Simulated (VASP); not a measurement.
BaTiO3, 5 atoms in the cell. Symmetry: Amm2, No. 38, orthorhombic system. Conventional cell: a = 3.986 Å, b = 5.674 Å, c = 5.690 Å, α = 90.00°, β = 90.00°, γ = 90.00°. Ba (site symmetry mm2) has 12 O at 2.77 to 2.92 Å and 8 Ti at 3.42 to 3.53 Å within 3.7 Å. Within 2.6 Å of Ti (site symmetry mm2) lie 6 O at 1.93 to 2.09 Å. O (site symmetry mm2) has 2 Ti at 2.00 Å within 2.6 Å. Within 2.6 Å of O (site symmetry m) lie 2 Ti at 1.93 to 2.09 Å. 

```yaml
Program: VASP 6.6.1
Task: relaxation of cell and atoms
Functional: PBEsol
Potentials_or_basis: VASP PAW PBE potentials, release 64 (Ba_sv, Ti_sv, O)
Cutoff: 600 eV
k_mesh: 4 × 4 × 4
Occupations: gaussian, width 0.01 eV
Spin: no spin polarisation
Target_pressure: 20 GPa
Dipole_correction: no
Further_INCAR_settings: ALGO = Normal; EDIFF = 1e-06; IBRION = 2; EDIFFG = -0.01; NSW = 60; ISIF = 3
```

Potentials or basis: VASP PAW PBE potentials, release 64 (Ba_sv, Ti_sv, O).

The run is started by

```sh
$ cat potpaw_PBE.64/Ba_sv/POTCAR potpaw_PBE.64/Ti_sv/POTCAR potpaw_PBE.64/O/POTCAR > POTCAR
$ mpirun -np 1 vasp_std > vasp.out
```

Hardware: 1 thread of Intel Xeon 8259CL, on a shared host.

Estimate the wall time of this run.

Run time: 9.4 min on 1 thread of Intel Xeon 8259CL, on a shared host, peak memory 0.22 GiB. Counts: scf iterations 171, k points 21, ion steps 25.
